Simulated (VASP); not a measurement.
# CsCl (Pm-3m) in VASP: further runs

CsCl is run at these levels: PBE, r2SCAN; tasks: single point.

Everything below comes from runs of VASP 6.6.1. Logs are shortened: lines on timing, memory, paths and dates and some standing lists are left out, and cuts for length are marked.

**1. The cell of the first run**

Symmetry: Pm-3m, No. 221, cubic system. Conventional cell: a = 4.247 Å, b = 4.247 Å, c = 4.247 Å, α = 90.00°, β = 90.00°, γ = 90.00°. Within 4.8 Å of Cs (site symmetry m-3m) lie 8 Cl at 3.68 Å and 6 Cs at 4.25 Å. Cl (site symmetry m-3m) has 8 Cs at 3.68 Å and 6 Cl at 4.25 Å within 4.8 Å.

**2. Single point, PBE (volume changed by +3%)**

The input, INCAR:

```
SYSTEM = CsCl
ALGO = Normal ; EDIFF = 1E-6
ENCUT = 500 ; GGA = PE
GGA_COMPAT = .False. ; ISIF = 2
ISMEAR = 0 ; LASPH = .True.
LCHARG = .True. ; LELF = .True.
LREAL = .False. ; LVHAR = .True.
LWAVE = .False. ; NBANDS = 15
NELM = 120 ; PREC = Accurate
SIGMA = 0.01
```

The input, KPOINTS:

```
k-points
0
Gamma
  6 6 6
  0 0 0
```

The input, POSCAR:

```
CsCl
1.0
    4.2468836012      0.0000000000      0.0000000000
    0.0000000000      4.2468836012      0.0000000000
    0.0000000000      0.0000000000      4.2468836012
Cs Cl
1 1
Direct
    0.0000000000      0.0000000000      0.0000000000
    0.5000000000      0.5000000000      0.5000000000
```

Potentials or basis: VASP PAW PBE potentials, release 64 (Cs_sv, Cl).

Started as:

```console
> cat potpaw_PBE.64/Cs_sv/POTCAR potpaw_PBE.64/Cl/POTCAR > POTCAR
> mpirun -np 1 vasp_std > vasp.out
```

OUTCAR:

```text
SYSTEM = CsCl
   EDIFF = 1E-6
   ENCUT = 500
   GGA = PE
   ISIF = 2
   ISMEAR = 0
   LASPH = .True.
   LREAL = .False.
   NELM = 120
   PREC = Accurate

 ion  position               nearest neighbor table
   1  0.000  0.000  0.000-
   2  0.500  0.500  0.500-

  LATTYP: Found a simple cubic cell.
 ALAT       =     4.2468836012

  Lattice vectors:

 A1 = (   4.2468836012,   0.0000000000,   0.0000000000)
 A2 = (   0.0000000000,   4.2468836012,   0.0000000000)
 A3 = (   0.0000000000,   0.0000000000,   4.2468836012)

Analysis of symmetry for initial positions (statically):
=====================================================================
 Subroutine PRICEL returns:
 Original cell was already a primitive cell.

 Routine SETGRP: Setting up the symmetry group for a
 simple cubic supercell.

 Subroutine GETGRP returns: Found 48 space group operations
 (whereof 48 operations were pure point group operations)
 out of a pool of 48 trial point group operations.

The static configuration has the point symmetry O_h .

Analysis of symmetry for dynamics (positions and initial velocities):
=====================================================================
 Subroutine PRICEL returns:
 Original cell was already a primitive cell.

 Routine SETGRP: Setting up the symmetry group for a
 simple cubic supercell.

 Subroutine GETGRP returns: Found 48 space group operations
 (whereof 48 operations were pure point group operations)
 out of a pool of 48 trial point group operations.

The dynamic configuration has the point symmetry O_h .

 Subroutine INISYM returns: Found 48 space group operations
 (whereof 48 operations are pure point group operations),
 and found     1 'primitive' translations

----------------------------------------------------------------------------------------

                                     Primitive cell

  volume of cell :      76.5969

  direct lattice vectors                    reciprocal lattice vectors
     4.246883601  0.000000000  0.000000000     0.235466778  0.000000000  0.000000000
     0.000000000  4.246883601  0.000000000     0.000000000  0.235466778  0.000000000
     0.000000000  0.000000000  4.246883601     0.000000000  0.000000000  0.235466778

  length of vectors
     4.246883601  4.246883601  4.246883601     0.235466778  0.235466778  0.235466778

  position of ions in fractional coordinates (direct lattice)
     0.000000000  0.000000000  0.000000000
     0.500000000  0.500000000  0.500000000

  ion indices of the primitive-cell ions
   primitive index   ion index
                 1           1
                 2           2

----------------------------------------------------------------------------------------

 KPOINTS: k-points

Automatic generation of k-mesh.
 Grid dimensions read from file:
 generate k-points for:    6    6    6

 Generating k-lattice:

  Cartesian coordinates                     Fractional coordinates (reciprocal lattice)
     0.039244463  0.000000000  0.000000000     0.166666667  0.000000000  0.000000000
     0.000000000  0.039244463  0.000000000     0.000000000  0.166666667  0.000000000
     0.000000000  0.000000000  0.039244463     0.000000000  0.000000000  0.166666667

  Length of vectors
     0.039244463  0.039244463  0.039244463

  Shift w.r.t. Gamma in fractional coordinates (k-lattice)
     0.000000000  0.000000000  0.000000000

 Subroutine IBZKPT returns following result:
 ===========================================

 Found     20 irreducible k-points:

 Following reciprocal coordinates:
            Coordinates               Weight
  0.000000  0.000000  0.000000      1.000000
  0.166667  0.000000  0.000000      6.000000
  0.333333  0.000000  0.000000      6.000000
  0.500000  0.000000  0.000000      3.000000
  0.166667  0.166667  0.000000     12.000000
  0.333333  0.166667  0.000000     24.000000
[... 12 lines left out ...]
  0.500000  0.500000  0.333333      6.000000
  0.500000  0.500000  0.500000      1.000000
   k-points           NKPTS =     20   k-points in BZ     NKDIM =     20   number of bands    NBANDS=     15
   number of dos      NEDOS =    301   number of ions     NIONS =      2
   total plane-waves  NPLWV =  32768
   dimension x,y,z NGX =    32 NGY =   32 NGZ =   32
   dimension x,y,z NGXF=    64 NGYF=   64 NGZF=   64
   ions per type =               1   1
   NGX,Y,Z   is equivalent  to a cutoff of  12.53, 12.53, 12.53 a.u.
   NGXF,Y,Z  is equivalent  to a cutoff of  25.05, 25.05, 25.05 a.u.
 SYSTEM =  CsCl
   PREC   = accura    normal or accurate (medium, high low for compatibility)
   ISTART =      0    job   : 0-new  1-cont  2-samecut
   ICHARG =      2    charge: 1-file 2-atom 10-const
   ISPIN  =      1    spin polarized calculation?
   LNONCOLLINEAR =      F non collinear calculations
   LSORBIT =      F    spin-orbit coupling
   LASPH  =      T    aspherical Exc in radial PAW
   ENCUT  =  500.0 eV  36.75 Ry    6.06 a.u.   7.74  7.74  7.74*2*pi/ulx,y,z
   NELM   =    120;   NELMIN=  2; NELMDL= -5     # of ELM steps
   EDIFF  = 0.1E-05   stopping-criterion for ELM
   LREAL  =      F    real-space projection
   EDIFFG = 0.1E-04   stopping-criterion for IOM
   NSW    =      0    number of steps for IOM
   IBRION =     -1    ionic relax: 0-MD 1-quasi-New 2-CG
   NFREE  =      0    steps in history (QN), initial steepest desc. (CG)
   ISIF   =      2    stress and relaxation
   ISYM   =      2    0-nonsym 1-usesym 2-fastsym
   POTIM  = 0.5000    time-step for ionic-motion
   TEBEG  =    0.0;   TEEND  =   0.0 temperature during run
   PSTRESS=    0.0 pullay stress
   NELECT =      16.0000    total number of electrons
   NUPDOWN=      -1.0000    fix difference up-down
   EMIN   =  10.00;   EMAX   =-10.00  energy-range for DOS
   EFERMI =   0.00;   METHOD = LEGACY
   ISMEAR =     0;   SIGMA  =   0.01  broadening in eV -4-tet -1-fermi 0-gaus
   EFERMI_NEDOS =   21; number of points for ismear=-14 and -15
   IALGO  =     38    algorithm
   IMIX   =      4    mixing-type and parameters
     AMIX     =   0.40;   BMIX     =  1.00
     AMIX_MAG =   1.60;   BMIX_MAG =  1.00
  volume/ion in A,a.u.               =      38.30       258.45
  Fermi-wavevector in a.u.,A,eV,Ry     =   0.971355  1.835594 12.837502  0.943530
  Thomas-Fermi vector in A             =   2.101565
   LORBIT       =      0    0 simple, 1 ext, 2 COOP (PROOUT), +10 PAW based schemes
   GGA     = PE    functional components
   LHFCALC =     F    Hartree Fock is set to
   AEXX    =    0.0000 exact exchange contribution
   IVDW    =     0    specifies the selected vdW correction
   LEPSILON=     F    determine dielectric tensor
   LRPA    =     F    only Hartree local field effects (RPA)
 non-spin polarized calculation
 Gauss-broadening in eV      SIGMA  =   0.01
  energy-cutoff  :      500.00
  volume of cell :       76.60
 maximum number of plane-waves:      1980
 NGX is ok and might be reduce to    32
   NGX = 15   NGY = 15   NGZ = 15

 number of electron      15.9999994 magnetization

 Free energy of the ion-electron system (eV)
  ---------------------------------------------------
  ext. energy  EPLUGINS =         0.00000000
  ---------------------------------------------------
  free energy    TOTEN  =        -6.53921503 eV

  energy without entropy =       -6.53921503  energy(sigma->0) =       -6.53921503

 E-fermi :  -0.6968     XC(G=0):  -7.8575

 val. band max:       -0.7510135493   @ k =   0.0000   0.0000   0.0000
 cond. band min:       4.1263005178   @ k =   0.0000   0.0000   0.0000
 fundamental gap:      4.8773140671
 Fermi energy:        -0.6967644951

 k-point     1 :       0.0000    0.0000    0.0000
  band No.  band energies     occupation
      1     -20.2712      2.00000
      2     -12.8176      2.00000
      3      -6.8134      2.00000
      4      -6.8134      2.00000
      5      -6.8134      2.00000
      6      -0.7510      2.00000
      7      -0.7510      2.00000
      8      -0.7510      2.00000
      9       4.1263      0.00000
     10       4.7007      0.00000
     11       4.7007      0.00000
     12       8.9461      0.00000
     13       8.9461      0.00000
     14       8.9461      0.00000
     15      12.1160      0.00000

 k-point     2 :       0.1667    0.0000    0.0000
  band No.  band energies     occupation
      1     -20.2574      2.00000
      2     -12.8216      2.00000
      3      -6.9357      2.00000
      4      -6.7888      2.00000
      5      -6.7888      2.00000
      6      -1.0459      2.00000
      7      -0.7909      2.00000
      8      -0.7909      2.00000
      9       4.6948      0.00000
     10       4.8682      0.00000
     11       5.2656      0.00000
     12       8.7356      0.00000
     13       8.7356      0.00000
     14       9.0819      0.00000
     15      10.7934      0.00000

 k-point     3 :       0.3333    0.0000    0.0000
  band No.  band energies     occupation
      1     -20.2294      2.00000
      2     -12.8310      2.00000
      3      -7.1595      2.00000
      4      -6.7385      2.00000
      5      -6.7385      2.00000
      6      -1.5358      2.00000
      7      -0.8737      2.00000
      8      -0.8737      2.00000
      9       5.2971      0.00000
     10       5.8103      0.00000
     11       6.6654      0.00000
     12       8.4582      0.00000
     13       8.4582      0.00000
     14       9.2161      0.00000
     15       9.4110      0.00000

 k-point     4 :       0.5000    0.0000    0.0000
  band No.  band energies     occupation
      1     -20.2152      2.00000
      2     -12.8365      2.00000
      3      -7.2623      2.00000
      4      -6.7127      2.00000
      5      -6.7127      2.00000
      6      -1.7481      2.00000
      7      -0.9166      2.00000
      8      -0.9166      2.00000
      9       5.6029      0.00000
     10       6.4291      0.00000
     11       7.5687      0.00000
     12       8.3744      0.00000
     13       8.3744      0.00000
     14       8.5078      0.00000
     15       9.6222      0.00000
[... 235 lines left out ...]
 k-point    18 :       0.5000    0.3333    0.3333
  band No.  band energies     occupation
      1     -20.1429      2.00000
      2     -12.7138      2.00000
      3      -7.3098      2.00000
      4      -7.1667      2.00000
      5      -7.1201      2.00000
      6      -1.4784      2.00000
      7      -1.4569      2.00000
      8      -1.2506      2.00000
      9       6.4730      0.00000
     10       7.0248      0.00000
     11       7.3312      0.00000
     12       7.7808      0.00000
     13       8.1440      0.00000
     14       9.5128      0.00000
     15      11.2626      0.00000

 k-point    19 :       0.5000    0.5000    0.3333
  band No.  band energies     occupation
      1     -20.1309      2.00000
      2     -12.6961      2.00000
      3      -7.2886      2.00000
      4      -7.2886      2.00000
      5      -7.1049      2.00000
      6      -1.5234      2.00000
      7      -1.5234      2.00000
      8      -1.4544      2.00000
      9       6.7792      0.00000
     10       7.2441      0.00000
     11       7.2441      0.00000
     12       7.6142      0.00000
     13       9.5956      0.00000
     14       9.5956      0.00000
     15      10.9919      0.00000

 k-point    20 :       0.5000    0.5000    0.5000
  band No.  band energies     occupation
      1     -20.1191      2.00000
      2     -12.6808      2.00000
      3      -7.2445      2.00000
      4      -7.2445      2.00000
      5      -7.2445      2.00000
      6      -1.6453      2.00000
      7      -1.6453      2.00000
      8      -1.6453      2.00000
      9       7.3620      0.00000
     10       7.3620      0.00000
     11       7.3620      0.00000
     12       9.2717      0.00000
     13       9.2717      0.00000
     14       9.2717      0.00000
     15      11.0411      0.00000

------------------------ aborting loop because EDIFF is reached ----------------------------------------

  FORCE on cell =-STRESS in cart. coord.  units (eV):
  Direction    XX          YY          ZZ          XY          YZ          ZX
  --------------------------------------------------------------------------------------
  -------------------------------------------------------------------------------------
  Total       -0.1848996     -0.1848996     -0.1848996      0.0000000     -0.0000000     -0.0000000
  in kB       -3.8675455     -3.8675455     -3.8675455      0.0000000     -0.0000000     -0.0000000
  external PRESSURE =      -3.8675455 kB  Pullay stress =       0.0000000 kB

 VOLUME and BASIS-vectors are now :
 -----------------------------------------------------------------------------
  energy-cutoff  :      500.00
  volume of cell :       76.60
      direct lattice vectors                 reciprocal lattice vectors
     4.246883601  0.000000000  0.000000000     0.235466778  0.000000000  0.000000000
     0.000000000  4.246883601  0.000000000     0.000000000  0.235466778  0.000000000
     0.000000000  0.000000000  4.246883601     0.000000000  0.000000000  0.235466778

 POSITION                                       TOTAL-FORCE (eV/Angst)
 -----------------------------------------------------------------------------------
      0.00000      0.00000      0.00000         0.000000      0.000000      0.000000
      2.12344      2.12344      2.12344         0.000000      0.000000      0.000000
 -----------------------------------------------------------------------------------
    total drift:                                0.000000      0.000000     -0.000000

  FREE ENERGIE OF THE ION-ELECTRON SYSTEM (eV)
  ---------------------------------------------------
  free  energy   TOTEN  =        -6.5392150291 eV

  energy  without entropy=       -6.5392150291  energy(sigma->0) =       -6.53921503
```

It took 6 s on 1 thread of Intel Xeon 6975P-C (Granite Rapids), shared host; peak memory 0.18 GiB.

Results:

* Free energy: -6.5392 eV
* Pressure: -0.4 GPa
* Band gap on the k mesh: 4.88 eV, direct

Levels at points of the mesh, in eV from the valence-band top:
| k point | band 6 | band 7 | band 8 | band 9 | band 10 | band 11 |
| --- | --- | --- | --- | --- | --- | --- |
| (0.00, 0.00, 0.00) | 0.00 | 0.00 | 0.00 | 4.88 | 5.45 | 5.45 |
| (0.50, 0.00, 0.00) | -1.00 | -0.17 | -0.17 | 6.35 | 7.18 | 8.32 |
| (0.50, 0.50, 0.00) | -0.41 | -0.41 | -0.02 | 5.85 | 5.94 | 7.85 |
| (0.50, 0.50, 0.50) | -0.89 | -0.89 | -0.89 | 8.11 | 8.11 | 8.11 |

Caveat: spin-orbit coupling is left out, which moves the levels of the heavy elements.

**3. Single point, PBE (volume changed by +6%)**

The input, INCAR:

```
SYSTEM = CsCl
PREC = Accurate
ENCUT = 500
EDIFF = 1E-6
ISMEAR = 0
SIGMA = 0.01
LREAL = .False.
LASPH = .True.
NELM = 120
ALGO = Normal
ISIF = 2
LWAVE = .False.
LCHARG = .False.
GGA = PE
NBANDS = 15
GGA_COMPAT = .False.
```

The input, KPOINTS:

```
Automatic mesh
0
Gamma
  6 6 6
  0 0 0
```

The input, POSCAR:

```
CsCl
1.0
    4.2877215256      0.0000000000      0.0000000000
    0.0000000000      4.2877215256      0.0000000000
    0.0000000000      0.0000000000      4.2877215256
Cs Cl
1 1
Direct
    0.0000000000      0.0000000000      0.0000000000
    0.5000000000      0.5000000000      0.5000000000
```

Potentials or basis: VASP PAW PBE potentials, release 64 (Cs_sv, Cl).

Started as:

```console
> cat potpaw_PBE.64/Cs_sv/POTCAR potpaw_PBE.64/Cl/POTCAR > POTCAR
> mpirun -np 1 vasp_std > vasp.out
```

OUTCAR:

```text
SYSTEM = CsCl
   PREC = Accurate
   ENCUT = 500
   EDIFF = 1E-6
   ISMEAR = 0
   LREAL = .False.
   LASPH = .True.
   NELM = 120
   ISIF = 2
   GGA = PE

 ion  position               nearest neighbor table
   1  0.000  0.000  0.000-
   2  0.500  0.500  0.500-

  LATTYP: Found a simple cubic cell.
 ALAT       =     4.2877215256

  Lattice vectors:

 A1 = (   4.2877215256,   0.0000000000,   0.0000000000)
 A2 = (   0.0000000000,   4.2877215256,   0.0000000000)
[... 538 lines left out ...]

------------------------ aborting loop because EDIFF is reached ----------------------------------------

  FORCE on cell =-STRESS in cart. coord.  units (eV):
  Direction    XX          YY          ZZ          XY          YZ          ZX
  --------------------------------------------------------------------------------------
  -------------------------------------------------------------------------------------
  Total       -0.3543848     -0.3543848     -0.3543848      0.0000000      0.0000000     -0.0000000
  in kB       -7.2028762     -7.2028762     -7.2028762      0.0000000      0.0000000     -0.0000000
  external PRESSURE =      -7.2028762 kB  Pullay stress =       0.0000000 kB

 VOLUME and BASIS-vectors are now :
 -----------------------------------------------------------------------------
  energy-cutoff  :      500.00
  volume of cell :       78.83
      direct lattice vectors                 reciprocal lattice vectors
     4.287721526  0.000000000  0.000000000     0.233224101  0.000000000  0.000000000
     0.000000000  4.287721526  0.000000000     0.000000000  0.233224101  0.000000000
     0.000000000  0.000000000  4.287721526     0.000000000  0.000000000  0.233224101

 POSITION                                       TOTAL-FORCE (eV/Angst)
 -----------------------------------------------------------------------------------
      0.00000      0.00000      0.00000         0.000000      0.000000      0.000000
      2.14386      2.14386      2.14386         0.000000      0.000000      0.000000
 -----------------------------------------------------------------------------------
    total drift:                                0.000000      0.000000     -0.000000

  FREE ENERGIE OF THE ION-ELECTRON SYSTEM (eV)
  ---------------------------------------------------
  free  energy   TOTEN  =        -6.5320555291 eV

  energy  without entropy=       -6.5320555291  energy(sigma->0) =       -6.53205553
```

OSZICAR:

```text
N       E                     dE             d eps       ncg     rms          rms(c)
DAV:   1     0.903535196513E+02    0.90354E+02   -0.65489E+03   600   0.883E+02
DAV:   2    -0.276170785180E+00   -0.90630E+02   -0.83139E+02   860   0.157E+02
DAV:   3    -0.693315075221E+01   -0.66570E+01   -0.66388E+01   796   0.469E+01
DAV:   4    -0.699274671710E+01   -0.59596E-01   -0.59590E-01   712   0.552E+00
DAV:   5    -0.699352655037E+01   -0.77983E-03   -0.77981E-03   831   0.628E-01    0.233E+00
DAV:   6    -0.658350316885E+01    0.41002E+00   -0.48267E-01   733   0.359E+00    0.167E+00
DAV:   7    -0.653178836467E+01    0.51715E-01   -0.14386E-01   761   0.194E+00    0.111E+00
DAV:   8    -0.653196248266E+01   -0.17412E-03   -0.19788E-02   705   0.892E-01    0.243E-01
DAV:   9    -0.653177785537E+01    0.18463E-03   -0.31244E-03   768   0.285E-01    0.110E-01
DAV:  10    -0.653204673973E+01   -0.26888E-03   -0.42039E-04   670   0.146E-01    0.115E-02
DAV:  11    -0.653205474570E+01   -0.80060E-05   -0.19557E-05   712   0.290E-02    0.128E-02
DAV:  12    -0.653205552912E+01   -0.78342E-06   -0.86086E-06   712   0.170E-02
   1 F= -.65320555E+01 E0= -.65320555E+01  d E =-.302800E-18
```

Wall time 5.4 s (1 thread of Intel Xeon 6975P-C (Granite Rapids), shared host); peak memory 0.17 GiB.

Results:

```yaml
Free_energy: -6.5321 eV
Pressure: -0.7 GPa
Band_gap_on_the_k_mesh: 4.76 eV, direct
```

Caveat: spin-orbit coupling is left out, which moves the levels of the heavy elements.

(Continued in part 2 of 2.)
